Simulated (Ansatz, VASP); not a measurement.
**Ta in VASP and in Ansatz**

```xyz
1
Lattice="-1.6357 1.6357 1.6357 1.6357 -1.6357 1.6357 1.6357 1.6357 -1.6357" Properties=species:S:1:pos:R:3 pbc="T T T"
Ta    0.0000    0.0000    0.0000
```

Alike in both runs: functional PBEsol; k mesh 8 × 8 × 8; occupations gaussian, width 0.1 eV; no spin polarisation.

Ansatz relaxed the structure, and its values are those at the end. VASP's run is a single point on that final structure, the one shown.

```csv
,VASP,Ansatz
version,VASP 6.6.1,Ansatz 0.2.0
potentials or method,"VASP PAW PBE potentials, release 64 (Ta_pv), cutoff 500 eV","scalar-relativistic, plane waves, PAW"
valence electrons in the cell,11,13
```

```tsv
	VASP	Ansatz	Ansatz less VASP
gap on the k mesh at the Fermi level (eV)	none	none	-
pressure (GPa)	0.3	0.1	-0.21
```

VASP's potentials were made for PBE, not for PBEsol. A gap of «none» marks a metal or a gap that the smearing closes. The functional is the same, so the differences come from potentials, cutoffs and numerics. VASP's potentials hold 11 valence electrons a cell and Ansatz's 13, so a difference there can come from the potentials and not from the codes.

Neither program's run includes spin-orbit coupling.
